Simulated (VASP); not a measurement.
Write the native input for VASP 6.6.1 that does the following.

```yaml
Task: single point
Functional: PBE
Potentials_or_basis: VASP PAW PBE potentials, release 64 (Sb, Pt)
Cutoff: 520 eV
k_mesh: 4 × 4 × 4
Occupations: gaussian, width 0.1 eV
Spin: no spin polarisation
Dipole_correction: no
Further_INCAR_settings: ALGO = Fast; EDIFF = 1e-06; NBANDS = 29
```

The structure of Sb2Pt lies in POSCAR:

```
Sb2Pt
1.0
    4.3841555227      0.0000000000      0.0000000000
    0.0000000000      4.3841555227      0.0000000000
    0.0000000000      0.0000000000      6.6893515252
Sb Pt
4 2
Direct
    0.0000000000      0.0000000000      0.0000000000
    0.5000000000      0.5000000000      0.0000000000
    0.0000000000      0.5000000000      0.2700000000
    0.5000000000      0.0000000000      0.7300000000
    0.0000000000      0.5000000000      0.7000000000
    0.5000000000      0.0000000000      0.3000000000
```

One way to write it, as run:

INCAR

```
PREC = Accurate ; ENCUT = 520
EDIFF = 1E-6 ; ISMEAR = 0
SIGMA = 0.1 ; LREAL = F
LASPH = T ; NELM = 60
ALGO = Fast ; ISIF = 2
LWAVE = F ; LCHARG = F
GGA = PE ; NBANDS = 29
```

KPOINTS

```
Automatic mesh
0
Gamma
  4 4 4
```

Potentials or basis: VASP PAW PBE potentials, release 64 (Sb, Pt).

Command:

```bash
$ cat potpaw_PBE.64/Sb/POTCAR potpaw_PBE.64/Pt/POTCAR > POTCAR
$ mpirun -np 1 vasp_std > vasp.out
```

Results of the run:

```yaml
Pressure: 16.0 GPa
Largest_force: 5.070 eV/Å
Band_gap_on_the_k_mesh: zero (bands 20 and 21 overlap by 0.94 eV)
```

Caveat: the cell stands under pressure; spin-orbit coupling is left out, which moves the levels of the heavy elements; forces of over 1 eV/Å act on the atoms, so gaps and moduli don't describe the material at rest.

It took 93 s on 1 thread of Oxide Virtual Turin-like Processor, with other jobs on the host, peak memory 0.23 GiB.
